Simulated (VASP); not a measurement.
# TaN in VASP: a series of runs

The runs below take TaN through electric field gradients, with PBEsol.

Everything below comes from runs of VASP 6.6.1. Logs are shortened: lines on timing, memory, paths and dates and some standing lists are left out, and cuts for length are marked.

### 1 The cell of the first run

Symmetry: P-6m2, No. 187, hexagonal system. Conventional cell: a = 2.996 Å, b = 2.996 Å, c = 2.940 Å, α = 90.00°, β = 90.00°, γ = 120.00°. Within 3.0 Å of Ta (site symmetry -6m2) lie 6 N at 2.27 Å and 8 Ta at 2.94 to 3.00 Å. N (site symmetry -6m2) has 6 Ta at 2.27 Å and 8 N at 2.94 to 3.00 Å within 3.0 Å.

### 2 Electric field gradients, PBEsol (11.42 Å³/atom)

INCAR

```
SYSTEM = TaN
PREC = Accurate ; ENCUT = 520
EDIFF = 1E-8 ; ISMEAR = -1
SIGMA = 0.02 ; LREAL = .False.
LASPH = .True. ; NELM = 120
ALGO = Normal ; ISIF = 2
LWAVE = .False. ; LCHARG = .False.
GGA = PS ; LEFG = .True.
NBANDS = 16 ; GGA_COMPAT = .False.
```

KPOINTS

```
regular mesh
0
Gamma
  12 12 10
  0 0 0
```

POSCAR

```
TaN
1.0
    2.9956213083      0.0000000000      0.0000000000
   -1.4978106541      2.5942841531      0.0000000000
    0.0000000000      0.0000000000      2.9395437670
Ta N
1 1
Direct
    0.3333333333      0.6666666667      0.5000000000
    0.0000000000      0.0000000000      0.0000000000
```

Potentials or basis: VASP PAW PBE potentials, release 64 (Ta_sv_GW, N).

Run with:

```bash
$ cat potpaw_PBE.64/Ta_sv_GW/POTCAR potpaw_PBE.64/N/POTCAR > POTCAR
$ mpirun -np 1 vasp_std > vasp.out
```

OUTCAR:

```text
SYSTEM = TaN
   PREC = Accurate
   ENCUT = 520
   EDIFF = 1E-8
   ISMEAR = -1
   LREAL = .False.
   LASPH = .True.
   NELM = 120
   ISIF = 2
   GGA = PS

 ion  position               nearest neighbor table
   1  0.333  0.667  0.500-   2 2.27   2 2.27   2 2.27   2 2.27   2 2.27   2 2.27
   2  0.000  0.000  0.000-   1 2.27   1 2.27   1 2.27   1 2.27   1 2.27   1 2.27

  LATTYP: Found a hexagonal cell.
 ALAT       =     2.9956213083
 C/A-ratio  =     0.9812801634

  Lattice vectors:

 A1 = (   2.9956213083,   0.0000000000,   0.0000000000)
 A2 = (  -1.4978106541,   2.5942841531,   0.0000000000)
 A3 = (   0.0000000000,   0.0000000000,   2.9395437670)

Analysis of symmetry for initial positions (statically):
=====================================================================
 Subroutine PRICEL returns:
 Original cell was already a primitive cell.

 Routine SETGRP: Setting up the symmetry group for a
 hexagonal supercell.

 Subroutine GETGRP returns: Found 12 space group operations
 (whereof 12 operations were pure point group operations)
 out of a pool of 24 trial point group operations.

The static configuration has the point symmetry D_3h.

Analysis of symmetry for dynamics (positions and initial velocities):
=====================================================================
 Subroutine PRICEL returns:
 Original cell was already a primitive cell.

 Routine SETGRP: Setting up the symmetry group for a
 hexagonal supercell.

 Subroutine GETGRP returns: Found 12 space group operations
 (whereof 12 operations were pure point group operations)
 out of a pool of 24 trial point group operations.

The dynamic configuration has the point symmetry D_3h.

 Subroutine INISYM returns: Found 12 space group operations
 (whereof 12 operations are pure point group operations),
 and found     1 'primitive' translations

----------------------------------------------------------------------------------------

                                     Primitive cell

  volume of cell :      22.8446

  direct lattice vectors                    reciprocal lattice vectors
     2.995621308  0.000000000  0.000000000     0.333820566  0.192731394  0.000000000
    -1.497810654  2.594284153  0.000000000     0.000000000  0.385462787  0.000000000
     0.000000000  0.000000000  2.939543767     0.000000000  0.000000000  0.340188845

  length of vectors
     2.995621308  2.995621308  2.939543767     0.385462787  0.385462787  0.340188845

  position of ions in fractional coordinates (direct lattice)
     0.333333333  0.666666667  0.500000000
     0.000000000  0.000000000  0.000000000

  ion indices of the primitive-cell ions
   primitive index   ion index
                 1           1
                 2           2

----------------------------------------------------------------------------------------

 KPOINTS: regular mesh

Automatic generation of k-mesh.
 Grid dimensions read from file:
 generate k-points for:   12   12   10

 Generating k-lattice:

  Cartesian coordinates                     Fractional coordinates (reciprocal lattice)
     0.027818380  0.016060949  0.000000000     0.083333333 -0.000000000  0.000000000
     0.000000000  0.032121899  0.000000000     0.000000000  0.083333333  0.000000000
     0.000000000  0.000000000  0.034018885     0.000000000  0.000000000  0.100000000

  Length of vectors
     0.032121899  0.032121899  0.034018885

  Shift w.r.t. Gamma in fractional coordinates (k-lattice)
     0.000000000  0.000000000  0.000000000

 Subroutine IBZKPT returns following result:
 ===========================================

 Found    114 irreducible k-points:

 Following reciprocal coordinates:
            Coordinates               Weight
  0.000000  0.000000  0.000000      1.000000
  0.083333  0.000000  0.000000      6.000000
  0.166667  0.000000  0.000000      6.000000
  0.250000 -0.000000  0.000000      6.000000
  0.333333  0.000000  0.000000      6.000000
  0.416667 -0.000000  0.000000      6.000000
[... 16 lines left out ...]
  0.250000 -0.000000  0.100000     12.000000
  0.333333  0.000000  0.100000     12.000000
 [... further k-points ...]
   k-points           NKPTS =    114   k-points in BZ     NKDIM =    114   number of bands    NBANDS=     16
   number of dos      NEDOS =    301   number of ions     NIONS =      2
   total plane-waves  NPLWV =  13824
   dimension x,y,z NGX =    24 NGY =   24 NGZ =   24
   dimension x,y,z NGXF=    48 NGYF=   48 NGZF=   48
   ions per type =               1   1
   NGX,Y,Z   is equivalent  to a cutoff of  13.32, 13.32, 13.57 a.u.
   NGXF,Y,Z  is equivalent  to a cutoff of  26.64, 26.64, 27.15 a.u.
 SYSTEM =  TaN
   PREC   = accura    normal or accurate (medium, high low for compatibility)
   ISTART =      0    job   : 0-new  1-cont  2-samecut
   ICHARG =      2    charge: 1-file 2-atom 10-const
   ISPIN  =      1    spin polarized calculation?
   LNONCOLLINEAR =      F non collinear calculations
   LSORBIT =      F    spin-orbit coupling
   LASPH  =      T    aspherical Exc in radial PAW
   ENCUT  =  520.0 eV  38.22 Ry    6.18 a.u.   5.57  5.57  5.47*2*pi/ulx,y,z
   NELM   =    120;   NELMIN=  2; NELMDL= -5     # of ELM steps
   EDIFF  = 0.1E-07   stopping-criterion for ELM
   LREAL  =      F    real-space projection
   EDIFFG = 0.1E-06   stopping-criterion for IOM
   NSW    =      0    number of steps for IOM
   IBRION =     -1    ionic relax: 0-MD 1-quasi-New 2-CG
   NFREE  =      0    steps in history (QN), initial steepest desc. (CG)
   ISIF   =      2    stress and relaxation
   ISYM   =      2    0-nonsym 1-usesym 2-fastsym
   POTIM  = 0.5000    time-step for ionic-motion
   TEBEG  =    0.0;   TEEND  =   0.0 temperature during run
   PSTRESS=    0.0 pullay stress
   NELECT =      18.0000    total number of electrons
   NUPDOWN=      -1.0000    fix difference up-down
   EMIN   =  10.00;   EMAX   =-10.00  energy-range for DOS
   EFERMI =   0.00;   METHOD = LEGACY
   ISMEAR =    -1;   SIGMA  =   0.02  broadening in eV -4-tet -1-fermi 0-gaus
   EFERMI_NEDOS =   21; number of points for ismear=-14 and -15
   IALGO  =     38    algorithm
   IMIX   =      4    mixing-type and parameters
     AMIX     =   0.40;   BMIX     =  1.00
     AMIX_MAG =   1.60;   BMIX_MAG =  1.00
  volume/ion in A,a.u.               =      11.42        77.08
  Fermi-wavevector in a.u.,A,eV,Ry     =   1.512066  2.857391 31.107611  2.286345
  Thomas-Fermi vector in A             =   2.622040
   LORBIT       =      0    0 simple, 1 ext, 2 COOP (PROOUT), +10 PAW based schemes
   GGA     = PS    functional components
   LHFCALC =     F    Hartree Fock is set to
   AEXX    =    0.0000 exact exchange contribution
   IVDW    =     0    specifies the selected vdW correction
   LEPSILON=     F    determine dielectric tensor
   LRPA    =     F    only Hartree local field effects (RPA)
 non-spin polarized calculation
  energy-cutoff  :      520.00
  volume of cell :       22.84
 maximum number of plane-waves:       634
 NGX is ok and might be reduce to    24
   NGX = 11   NGY = 11   NGZ = 11

 number of electron      18.0000000 magnetization

 Free energy of the ion-electron system (eV)
  ---------------------------------------------------
  ext. energy  EPLUGINS =         0.00000000
  ---------------------------------------------------
  free energy    TOTEN  =       -26.22291949 eV

  energy without entropy =      -26.22281691  energy(sigma->0) =      -26.22286820

 E-fermi :  11.5519     XC(G=0): -13.5318

 val. band max:       11.4488429409   @ k =   0.0000   0.0000   0.4000
 cond. band min:      11.5893312705   @ k =   0.3333   0.3333   0.0000
 fundamental gap:      0.1404883296
 Fermi energy:        11.5519009718

 k-point     1 :       0.0000    0.0000    0.0000
  band No.  band energies     occupation
      1     -57.1900      2.00000
      2     -23.4758      2.00000
      3     -23.2415      2.00000
      4     -23.2415      2.00000
      5      -5.8218      2.00000
      6       7.1466      2.00000
[... 8 lines left out ...]
     15      23.9185      0.00000
     16      27.0141      0.00000

 k-point     2 :       0.0833    0.0000    0.0000
  band No.  band energies     occupation
      1     -57.1861      2.00000
      2     -23.4682      2.00000
      3     -23.3017      2.00000
      4     -23.2545      2.00000
      5      -5.6927      2.00000
      6       6.7267      2.00000
[... 8 lines left out ...]
     15      23.9169      0.00000
     16      27.2726      0.00000

 k-point     3 :       0.1667    0.0000    0.0000
  band No.  band energies     occupation
      1     -57.1755      2.00000
      2     -23.4632      2.00000
      3     -23.4474      2.00000
      4     -23.2901      2.00000
      5      -5.3349      2.00000
      6       5.8473      2.00000
[... 8 lines left out ...]
     15      23.9123      0.00000
     16      27.9893      0.00000

 k-point     4 :       0.2500   -0.0000    0.0000
  band No.  band energies     occupation
      1     -57.1610      2.00000
      2     -23.6773      2.00000
      3     -23.4187      2.00000
      4     -23.3382      2.00000
      5      -4.8297      2.00000
      6       4.9232      2.00000
[... 8 lines left out ...]
     15      24.0419      0.00000
     16      28.0001      0.00000
[... 324 lines left out ...]
 k-point    22 :       0.1667    0.0000    0.1000
  band No.  band energies     occupation
      1     -57.1719      2.00000
      2     -23.5238      2.00000
      3     -23.4527      2.00000
      4     -23.2836      2.00000
      5      -5.1850      2.00000
      6       5.9351      2.00000
[... 8 lines left out ...]
     15      23.7888      0.00000
     16      27.7806      0.00000

 k-point    23 :       0.2500   -0.0000    0.1000
  band No.  band energies     occupation
      1     -57.1574      2.00000
      2     -23.6691      2.00000
      3     -23.4887      2.00000
      4     -23.3315      2.00000
      5      -4.7202      2.00000
      6       5.0025      2.00000
[... 8 lines left out ...]
     15      23.7650      0.00000
     16      27.6968      0.00000

 k-point    24 :       0.3333    0.0000    0.1000
  band No.  band energies     occupation
      1     -57.1429      2.00000
      2     -23.8738      2.00000
      3     -23.4583      2.00000
      4     -23.3788      2.00000
      5      -4.2362      2.00000
      6       4.2223      2.00000
[... 8 lines left out ...]
     15      23.8897      0.00000
     16      26.6775      0.00000

 [... further k-points ...]

------------------------ aborting loop because EDIFF is reached ----------------------------------------

  FORCE on cell =-STRESS in cart. coord.  units (eV):
  Direction    XX          YY          ZZ          XY          YZ          ZX
  --------------------------------------------------------------------------------------
  -------------------------------------------------------------------------------------
  Total       -3.1351418     -3.1351418     -3.4557928     -0.0000000     -0.0000000      0.0000000
  in kB     -219.8788147   -219.8788147   -242.3672240     -0.0000000     -0.0000000      0.0000000
  external PRESSURE =    -227.3749511 kB  Pullay stress =       0.0000000 kB

 VOLUME and BASIS-vectors are now :
 -----------------------------------------------------------------------------
  energy-cutoff  :      520.00
  volume of cell :       22.84
      direct lattice vectors                 reciprocal lattice vectors
     2.995621308  0.000000000  0.000000000     0.333820566  0.192731394  0.000000000
    -1.497810654  2.594284153  0.000000000     0.000000000  0.385462787  0.000000000
     0.000000000  0.000000000  2.939543767     0.000000000  0.000000000  0.340188845

 POSITION                                       TOTAL-FORCE (eV/Angst)
 -----------------------------------------------------------------------------------
     -0.00000      1.72952      1.46977        -0.000000      0.000000      0.000000
      0.00000      0.00000      0.00000         0.000000     -0.000000      0.000000
 -----------------------------------------------------------------------------------
    total drift:                                0.000000     -0.000000     -0.000000

  FREE ENERGIE OF THE ION-ELECTRON SYSTEM (eV)
  ---------------------------------------------------
  free  energy   TOTEN  =       -26.2229194916 eV

  energy  without entropy=      -26.2228169123  energy(sigma->0) =      -26.22286820

 Electric field gradients (V/A^2)
---------------------------------------------------------------------
 ion       V_xx      V_yy      V_zz      V_xy      V_xz      V_yz
---------------------------------------------------------------------
   1     -20.411   -20.410    40.821     0.001     0.000    -0.000
   2      -0.588    -0.587     1.174     0.001    -0.000    -0.000
---------------------------------------------------------------------

 Electric field gradients after diagonalization (V/A^2)
 (convention: |V_zz| > |V_xx| > |V_yy|)
----------------------------------------------------------------------
 ion       V_xx      V_yy      V_zz     asymmetry (V_yy - V_xx)/ V_zz
----------------------------------------------------------------------
   1     -20.411   -20.410    40.821       0.000
   2      -0.588    -0.586     1.174       0.002
----------------------------------------------------------------------

           NMR quadrupolar parameters

 Cq : quadrupolar parameter    Cq=e*Q*V_zz/h
 eta: asymmetry parameters     (V_yy - V_xx)/ V_zz
 Q  : nuclear electric quadrupole moment in mb (millibarn)
----------------------------------------------------------------------
 ion       Cq(MHz)       eta       Q (mb)
----------------------------------------------------------------------
   1       0.099       0.000       1.000
   2       0.003       0.002       1.000
----------------------------------------------------------------------
```

It took 23 s on 1 thread of Intel Xeon Platinum 8488C (Sapphire Rapids), shared host; peak memory 0.18 GiB.

Results:

* Free energy: -26.2229 eV
* Pressure: -22.7 GPa
* Band gap on the k mesh: zero (bands 9 and 10 overlap by 0.46 eV)
* Largest electric field gradient by atom: Ta +40.8; N +1.2 V/Å²

Levels at points of the mesh, in eV from the Fermi level:
```tsv
k point	band 5	band 6	band 7	band 8	band 9	band 10	band 11	band 12	band 13	band 14
(0.00, 0.00, 0.00)	-17.37	-4.41	-4.41	-4.05	-2.93	1.67	3.23	3.23	3.57	3.57
(0.50, 0.00, 0.00)	-15.28	-8.07	-5.01	-3.35	-3.15	2.67	3.61	4.77	4.79	6.75
(0.00, 0.00, 0.50)	-15.01	-9.11	-3.64	-3.64	-0.18	-0.18	2.16	3.03	3.03	7.52
(0.50, 0.00, 0.50)	-15.46	-7.10	-6.06	-5.46	-0.54	3.66	4.83	5.47	6.46	9.26
```

Electric field gradients, principal values (V/Å²):
```tsv
atom	least	middle	greatest (by size)
1 Ta	-20.410	-20.411	40.821
2 N	-0.586	-0.588	1.174
```

Caveat: the cell stands under tension; without QUAD_EFG the Cq values of the log hold for a quadrupole moment of 1 mb, not for the nuclei; the PAW data sets were made with another functional, which shifts forces and pressure a little; spin-orbit coupling is left out, which moves the levels of the heavy elements.

[end of part 1 of 3]

The gap in the log of VASP goes by the Fermi energy; the results here count the filled bands.